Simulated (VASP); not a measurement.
# P in VASP: notebook

Runs on P. Level: PBE. Tasks: single point, relaxation of cell and atoms.

Program: VASP 6.6.1. These are calculated values, not measurements. Logs are shortened: lines on timing, memory, paths and dates and some standing lists are left out, and cuts for length are marked.

### Step 1. The cell of the first run

The structure is hexagonal, space group P6/mmm (No. 191). Conventional cell: a = 2.599 Å, b = 2.599 Å, c = 2.495 Å, α = 90.00°, β = 90.00°, γ = 120.00°. Within 3.3 Å of P (site symmetry 6/mmm) lie 8 P at 2.50 to 2.60 Å.

This isn't the form of P at room conditions, which is orthorhombic.

### Step 2. Single point, PBE

INCAR

```
SYSTEM = P
PREC = Accurate
ENCUT = 520
EDIFF = 1E-7
ISMEAR = 0
SIGMA = 0.1
LREAL = .False.
LASPH = .True.
NELM = 80
ALGO = Normal
ISIF = 2
LWAVE = .False.
LCHARG = .True.
GGA = PE
LELF = .True.
LVHAR = .True.
NBANDS = 8
```

KPOINTS

```
regular mesh
0
Gamma
  6 6 6
  0 0 0
```

POSCAR

```
P
1.0
    2.5988787528      0.0000000000      0.0000000000
   -1.2994393764      2.2506950213      0.0000000000
    0.0000000000      0.0000000000      2.4950769694
P
1
Direct
    0.0000000000      0.0000000000      0.0000000000
```

Potentials or basis: VASP PAW PBE potentials, release 64 (P).

On the command line:

```console
> cat potpaw_PBE.64/P/POTCAR > POTCAR
> mpirun -np 1 vasp_std > vasp.out
```

OUTCAR:

```text
SYSTEM = P
   PREC = Accurate
   ENCUT = 520
   EDIFF = 1E-7
   ISMEAR = 0
   LREAL = .False.
   LASPH = .True.
   NELM = 80
   ISIF = 2
   GGA = PE

 ion  position               nearest neighbor table
   1  0.000  0.000  0.000-

  LATTYP: Found a hexagonal cell.
 ALAT       =     2.5988787528
 C/A-ratio  =     0.9600590126

  Lattice vectors:

 A1 = (   2.5988787528,   0.0000000000,   0.0000000000)
 A2 = (  -1.2994393764,   2.2506950213,   0.0000000000)
 A3 = (   0.0000000000,   0.0000000000,   2.4950769694)

Analysis of symmetry for initial positions (statically):
=====================================================================
 Subroutine PRICEL returns:
 Original cell was already a primitive cell.

 Routine SETGRP: Setting up the symmetry group for a
 hexagonal supercell.

 Subroutine GETGRP returns: Found 24 space group operations
 (whereof 24 operations were pure point group operations)
 out of a pool of 24 trial point group operations.

The static configuration has the point symmetry D_6h.

Analysis of symmetry for dynamics (positions and initial velocities):
=====================================================================
 Subroutine PRICEL returns:
 Original cell was already a primitive cell.

 Routine SETGRP: Setting up the symmetry group for a
 hexagonal supercell.

 Subroutine GETGRP returns: Found 24 space group operations
 (whereof 24 operations were pure point group operations)
 out of a pool of 24 trial point group operations.

The dynamic configuration has the point symmetry D_6h.

 Subroutine INISYM returns: Found 24 space group operations
 (whereof 24 operations are pure point group operations),
 and found     1 'primitive' translations

----------------------------------------------------------------------------------------

                                     Primitive cell

  volume of cell :      14.5944

  direct lattice vectors                    reciprocal lattice vectors
     2.598878753  0.000000000  0.000000000     0.384781321  0.222153599  0.000000000
    -1.299439376  2.250695021  0.000000000     0.000000000  0.444307199  0.000000000
     0.000000000  0.000000000  2.495076969     0.000000000  0.000000000  0.400789239

  length of vectors
     2.598878753  2.598878753  2.495076969     0.444307199  0.444307199  0.400789239

  position of ions in fractional coordinates (direct lattice)
     0.000000000  0.000000000  0.000000000

  ion indices of the primitive-cell ions
   primitive index   ion index
                 1           1

----------------------------------------------------------------------------------------

 KPOINTS: regular mesh

Automatic generation of k-mesh.
 Grid dimensions read from file:
 generate k-points for:    6    6    6

 Generating k-lattice:

  Cartesian coordinates                     Fractional coordinates (reciprocal lattice)
     0.064130220  0.037025600  0.000000000     0.166666667  0.000000000  0.000000000
     0.000000000  0.074051200  0.000000000     0.000000000  0.166666667  0.000000000
     0.000000000  0.000000000  0.066798207     0.000000000  0.000000000  0.166666667

  Length of vectors
     0.074051200  0.074051200  0.066798207

  Shift w.r.t. Gamma in fractional coordinates (k-lattice)
     0.000000000  0.000000000  0.000000000

 Subroutine IBZKPT returns following result:
 ===========================================

 Found     28 irreducible k-points:

 Following reciprocal coordinates:
            Coordinates               Weight
  0.000000  0.000000  0.000000      1.000000
  0.166667  0.000000  0.000000      6.000000
  0.333333  0.000000  0.000000      6.000000
  0.500000  0.000000  0.000000      3.000000
  0.166667  0.166667  0.000000      6.000000
  0.333333  0.166667  0.000000     12.000000
[... 16 lines left out ...]
  0.166667  0.000000  0.500000      6.000000
  0.333333  0.000000  0.500000      6.000000
 [... further k-points ...]
   k-points           NKPTS =     28   k-points in BZ     NKDIM =     28   number of bands    NBANDS=      8
   number of dos      NEDOS =    301   number of ions     NIONS =      1
   total plane-waves  NPLWV =   8000
   dimension x,y,z NGX =    20 NGY =   20 NGZ =   20
   dimension x,y,z NGXF=    40 NGYF=   40 NGZF=   40
   ions per type =               1
   NGX,Y,Z   is equivalent  to a cutoff of  12.79, 12.79, 13.33 a.u.
   NGXF,Y,Z  is equivalent  to a cutoff of  25.59, 25.59, 26.65 a.u.
 SYSTEM =  P
   PREC   = accura    normal or accurate (medium, high low for compatibility)
   ISTART =      0    job   : 0-new  1-cont  2-samecut
   ICHARG =      2    charge: 1-file 2-atom 10-const
   ISPIN  =      1    spin polarized calculation?
   LNONCOLLINEAR =      F non collinear calculations
   LSORBIT =      F    spin-orbit coupling
   LASPH  =      T    aspherical Exc in radial PAW
   ENCUT  =  520.0 eV  38.22 Ry    6.18 a.u.   4.83  4.83  4.64*2*pi/ulx,y,z
   NELM   =     80;   NELMIN=  2; NELMDL= -5     # of ELM steps
   EDIFF  = 0.1E-06   stopping-criterion for ELM
   LREAL  =      F    real-space projection
   EDIFFG = 0.1E-05   stopping-criterion for IOM
   NSW    =      0    number of steps for IOM
   IBRION =     -1    ionic relax: 0-MD 1-quasi-New 2-CG
   NFREE  =      0    steps in history (QN), initial steepest desc. (CG)
   ISIF   =      2    stress and relaxation
   ISYM   =      2    0-nonsym 1-usesym 2-fastsym
   POTIM  = 0.5000    time-step for ionic-motion
   TEBEG  =    0.0;   TEEND  =   0.0 temperature during run
   PSTRESS=    0.0 pullay stress
   NELECT =       5.0000    total number of electrons
   NUPDOWN=      -1.0000    fix difference up-down
   EMIN   =  10.00;   EMAX   =-10.00  energy-range for DOS
   EFERMI =   0.00;   METHOD = LEGACY
   ISMEAR =     0;   SIGMA  =   0.10  broadening in eV -4-tet -1-fermi 0-gaus
   EFERMI_NEDOS =   21; number of points for ismear=-14 and -15
   IALGO  =     38    algorithm
   IMIX   =      4    mixing-type and parameters
     AMIX     =   0.40;   BMIX     =  1.00
     AMIX_MAG =   1.60;   BMIX_MAG =  1.00
  volume/ion in A,a.u.               =      14.59        98.49
  Fermi-wavevector in a.u.,A,eV,Ry     =   1.145520  2.164719 17.853779  1.312216
  Thomas-Fermi vector in A             =   2.282208
   LORBIT       =      0    0 simple, 1 ext, 2 COOP (PROOUT), +10 PAW based schemes
   GGA     = PE    functional components
   LHFCALC =     F    Hartree Fock is set to
   AEXX    =    0.0000 exact exchange contribution
   IVDW    =     0    specifies the selected vdW correction
   LEPSILON=     F    determine dielectric tensor
   LRPA    =     F    only Hartree local field effects (RPA)
 non-spin polarized calculation
 Gauss-broadening in eV      SIGMA  =   0.10
  energy-cutoff  :      520.00
  volume of cell :       14.59
 maximum number of plane-waves:       408
 NGX is ok and might be reduce to    20
   NGX =  9   NGY =  9   NGZ =  9

 number of electron       4.9999999 magnetization

 Free energy of the ion-electron system (eV)
  ---------------------------------------------------
  ext. energy  EPLUGINS =         0.00000000
  ---------------------------------------------------
  free energy    TOTEN  =        -4.92911273 eV

  energy without entropy =       -4.92806781  energy(sigma->0) =       -4.92859027

 E-fermi :   9.8181     XC(G=0): -11.3557

 val. band max:        9.4872405431   @ k =   0.1667   0.0000   0.1667
 cond. band min:       9.8181500069   @ k =   0.3333   0.3333   0.3333
 fundamental gap:      0.3309094638
 Fermi energy:         9.8181498383

 k-point     1 :       0.0000    0.0000    0.0000
  band No.  band energies     occupation
      1      -6.7465      2.00000
      2      13.9548      0.00000
      3      16.2632      0.00000
      4      16.2632      0.00000
      5      16.3960      0.00000
      6      21.4860      0.00000
      7      21.4860      0.00000
      8      25.9417      0.00000

 k-point     2 :       0.1667    0.0000    0.0000
  band No.  band energies     occupation
      1      -5.9839      2.00000
      2      11.4366      0.00000
      3      14.5599      0.00000
      4      14.5653      0.00000
      5      17.3940      0.00000
      6      20.3768      0.00000
      7      24.5651      0.00000
      8      28.2132      0.00000

 k-point     3 :       0.3333    0.0000    0.0000
  band No.  band energies     occupation
      1      -3.7465      2.00000
      2       5.5016      2.00000
      3      12.7415      0.00000
      4      16.1992      0.00000
      5      16.2120      0.00000
      6      21.8486      0.00000
      7      26.1749      0.00000
      8      29.8647      0.00000

 k-point     4 :       0.5000    0.0000    0.0000
  band No.  band energies     occupation
      1      -1.0259      2.00000
      2       1.4496      2.00000
      3      12.0943      0.00000
      4      15.5817      0.00000
      5      17.6037      0.00000
      6      23.6463      0.00000
      7      24.0415      0.00000
      8      27.4936      0.00000

 k-point     5 :       0.1667    0.1667    0.0000
  band No.  band energies     occupation
      1      -4.4798      2.00000
      2       8.1651      2.00000
      3      10.1401      0.00001
      4      15.7009      0.00000
      5      19.5743      0.00000
      6      21.8370      0.00000
      7      25.3180      0.00000
      8      27.9264      0.00000
[... 177 lines left out ...]
 k-point    22 :       0.0000    0.0000    0.5000
  band No.  band energies     occupation
      1      -2.8437      2.00000
      2       1.1728      2.00000
      3      18.5914      0.00000
      4      18.5914      0.00000
      5      23.7558      0.00000
      6      23.7558      0.00000
      7      25.6539      0.00000
      8      25.6539      0.00000

 k-point    23 :       0.1667    0.0000    0.5000
  band No.  band energies     occupation
      1      -2.0785      2.00000
      2       1.8667      2.00000
      3      14.7594      0.00000
      4      16.9965      0.00000
      5      20.1859      0.00000
      6      22.2583      0.00000
      7      24.2685      0.00000
      8      26.6754      0.00000

 k-point    24 :       0.3333    0.0000    0.5000
  band No.  band energies     occupation
      1       0.1862      2.00000
      2       3.8099      2.00000
      3       8.9708      2.00000
      4      14.3407      0.00000
      5      15.2643      0.00000
      6      20.4187      0.00000
      7      22.4874      0.00000
      8      26.6399      0.00000

 [... further k-points ...]

------------------------ aborting loop because EDIFF is reached ----------------------------------------

  FORCE on cell =-STRESS in cart. coord.  units (eV):
  Direction    XX          YY          ZZ          XY          YZ          ZX
  --------------------------------------------------------------------------------------
  -------------------------------------------------------------------------------------
  Total       -0.0319953     -0.0319953     -0.0260489      0.0000000     -0.0000000      0.0000000
  in kB       -3.5124508     -3.5124508     -2.8596499      0.0000000     -0.0000000      0.0000000
  external PRESSURE =      -3.2948505 kB  Pullay stress =       0.0000000 kB

 VOLUME and BASIS-vectors are now :
 -----------------------------------------------------------------------------
  energy-cutoff  :      520.00
  volume of cell :       14.59
      direct lattice vectors                 reciprocal lattice vectors
     2.598878753  0.000000000  0.000000000     0.384781321  0.222153599  0.000000000
    -1.299439376  2.250695021  0.000000000     0.000000000  0.444307199  0.000000000
     0.000000000  0.000000000  2.495076969     0.000000000  0.000000000  0.400789239

 POSITION                                       TOTAL-FORCE (eV/Angst)
 -----------------------------------------------------------------------------------
      0.00000      0.00000      0.00000         0.000000      0.000000      0.000000
 -----------------------------------------------------------------------------------
    total drift:                                0.000000      0.000000     -0.000000

  FREE ENERGIE OF THE ION-ELECTRON SYSTEM (eV)
  ---------------------------------------------------
  free  energy   TOTEN  =        -4.9291127253 eV

  energy  without entropy=       -4.9280678076  energy(sigma->0) =       -4.92859027
```

It took 6.7 s on 1 thread of Intel Xeon 8259CL, shared host; peak memory 0.08 GiB.

What came out:

| Property | Result |
| --- | --- |
| Free energy | -4.9291 eV |
| Pressure | -0.3 GPa |
| Band gap on the k mesh | zero (an odd number of electrons rules out a gap without spin polarisation) |

Caveat: the k points lie up to 0.47 Å⁻¹ apart, too coarse for converged energies and pressures of a metal.

(Part 1 of 2 ends here.)

The gap in the log of VASP goes by the Fermi energy; the results here count the filled bands.